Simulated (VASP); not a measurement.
**CoSi: single point with PBEsol**

Crystal: CoSi.

```
Co Si
1.0
     4.38583    0.00000    0.00000
     0.00000    4.38583    0.00000
     0.00000    0.00000    4.38583
Co Si
4 4
Direct
  0.15568 0.16226 0.16596
  0.36086 0.85804 0.63569
  0.64693 0.34425 0.85494
  0.83136 0.61655 0.35393
  0.85336 0.82658 0.82494
  0.63886 0.17477 0.35337
  0.35031 0.66729 0.14813
  0.16263 0.35026 0.66303
```

This cell differs from its parent crystal: atoms moved at random.

```yaml
Program: VASP 6.6.1
Task: single point
Functional: PBEsol
Potentials_or_basis: VASP PAW PBE potentials, release 64 (Co, Si)
Cutoff: 520 eV
k_mesh: 10 × 10 × 10
Occupations: gaussian, width 0.15 eV
Spin: no spin polarisation
```

* Pressure: 3.3 GPa
* Largest force: 2.797 eV/Å
* Band gap on the k mesh: zero (bands 26 and 27 overlap by 0.28 eV)

Forces on the atoms (eV/Å):
```
Co  -1.040 -0.849 -1.173
Co  -0.454 -0.482  0.718
Co   0.177  0.152  0.192
Co   1.684  2.208 -0.336
Si  -0.048  0.904  1.006
Si   0.646 -1.521 -0.614
Si  -0.644 -0.045  0.147
Si  -0.321 -0.369  0.061
```

Stress tensor (GPa, compression positive):
```
2.40 1.57 1.14
1.57 4.72 0.67
1.14 0.67 2.69
```

Levels at points of the mesh, in eV from the Fermi level:
| k point | band 22 | band 23 | band 24 | band 25 | band 26 | band 27 | band 28 | band 29 | band 30 | band 31 |
| --- | --- | --- | --- | --- | --- | --- | --- | --- | --- | --- |
| (0.00, 0.00, 0.00) | -1.00 | -0.86 | -0.74 | -0.12 | -0.07 | 0.02 | 2.39 | 2.56 | 2.76 | 2.96 |
| (0.50, 0.00, 0.00) | -1.09 | -0.80 | -0.65 | -0.55 | -0.46 | 0.86 | 1.11 | 1.47 | 1.63 | 4.11 |
| (0.00, 0.50, 0.00) | -1.07 | -0.83 | -0.69 | -0.56 | -0.46 | 0.90 | 1.21 | 1.43 | 1.71 | 4.04 |
| (0.00, 0.00, 0.50) | -1.01 | -0.81 | -0.64 | -0.56 | -0.48 | 0.79 | 1.12 | 1.42 | 1.68 | 4.07 |
| (0.50, 0.50, 0.00) | -1.45 | -1.11 | -1.00 | -0.29 | 0.00 | 0.57 | 0.73 | 1.97 | 2.16 | 2.54 |
| (0.00, 0.50, 0.50) | -1.45 | -1.12 | -1.01 | -0.25 | 0.01 | 0.56 | 0.65 | 2.04 | 2.11 | 2.58 |
| (0.50, 0.00, 0.50) | -1.41 | -1.10 | -0.95 | -0.23 | -0.03 | 0.60 | 0.68 | 1.99 | 2.03 | 2.54 |
| (0.50, 0.50, 0.50) | -1.23 | -1.20 | -1.11 | -0.39 | -0.31 | -0.27 | -0.11 | 5.22 | 5.36 | 5.52 |

Wall time 61 min on 1 thread of Oxide Virtual Turin-like Processor, on a shared host, peak memory 1.1 GiB.

Caveat: the cell differs from its parent crystal (atoms moved at random); the cell stands under pressure; the PAW data sets were made with another functional, which shifts forces and pressure a little. Spin polarisation is off, so any magnetic state and its effect on volume and gap are missing.
